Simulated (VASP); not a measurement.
ZnS, 2 atoms in the cell. It takes space group F-43m (No. 216, cubic). Conventional cell: a = 4.963 Å, b = 4.963 Å, c = 4.963 Å, α = 90.00°, β = 90.00°, γ = 90.00°. Within 2.8 Å of Zn (site symmetry -43m) lie 4 S at 2.15 Å. S (site symmetry -43m) has 4 Zn at 2.15 Å within 2.8 Å. 

| Property | Result |
| --- | --- |
| Program | VASP 6.6.1 |
| Task | vibrations by perturbation theory |
| Functional | PBEsol |
| Potentials or basis | VASP PAW PBE potentials, release 64 (Zn, S) |
| Cutoff | 520 eV |
| k mesh | 10 × 10 × 10 |
| Occupations | gaussian, width 0.01 eV |
| Spin | no spin polarisation |
| Dipole correction | no |
| Further INCAR settings | ALGO = Normal; EDIFF = 1e-08; IBRION = 8; NSW = 1 |

Potentials or basis: VASP PAW PBE potentials, release 64 (Zn, S).

Command:

```sh
$ cat potpaw_PBE.64/Zn/POTCAR potpaw_PBE.64/S/POTCAR > POTCAR
$ mpirun -np 1 vasp_std > vasp.out
```

Hardware: 1 thread of Intel Xeon 8259CL (shared host).

Problem. Estimate the wall time of this run.

Solution. Wall time 20 min on 1 thread of Intel Xeon 8259CL (shared host), peak memory 0.32 GiB. Counts: scf iterations 157, k points 47.
